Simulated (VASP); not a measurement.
Wanted: the native input for a VASP 6.6.1 run.

```
Task                   : single point
Functional             : PBE
Potentials or basis    : VASP PAW PBE potentials, release 64 (Zr_sv)
Cutoff                 : 520 eV
k mesh                 : 15 × 15 × 8
Occupations            : fermi-dirac, width 0.05 eV
Spin                   : no spin polarisation
Dipole correction      : no
Further INCAR settings : ALGO = Normal; EDIFF = 1e-07; NBANDS = 19
```

The structure of Zr lies in POSCAR:

```
Zr
1.0
    3.2314740222      0.0000000000      0.0000000000
   -1.6157370111      2.7985385949      0.0000000000
    0.0000000000      0.0000000000      5.1717654041
Zr
2
Direct
    0.3333333333      0.6666666667      0.2500000000
    0.6666666667      0.3333333333      0.7500000000
```

One way to write it, as run:

INCAR

```
  ALGO = Normal
  EDIFF = 1E-7
  ENCUT = 520
  GGA = PE
  ISIF = 2
  ISMEAR = -1
  LASPH = T
  LCHARG = F
  LREAL = F
  LWAVE = F
  NBANDS = 19
  NELM = 80
  PREC = Accurate
  SIGMA = 0.05
```

KPOINTS

```
k-points
0
Gamma
  15 15 8
```

Potentials or basis: VASP PAW PBE potentials, release 64 (Zr_sv).

Launch:

```sh
$ cat potpaw_PBE.64/Zr_sv/POTCAR > POTCAR
$ mpirun -np 1 vasp_std > vasp.out
```

It gave:

* Pressure: 0.0 GPa
* Band gap on the k mesh: zero (bands 12 and 13 overlap by 1.18 eV)

Wall time 28 s on 1 thread of Intel(R) Xeon(R) 6975P-C (Granite Rapids), on a shared host, peak memory 0.22 GiB.
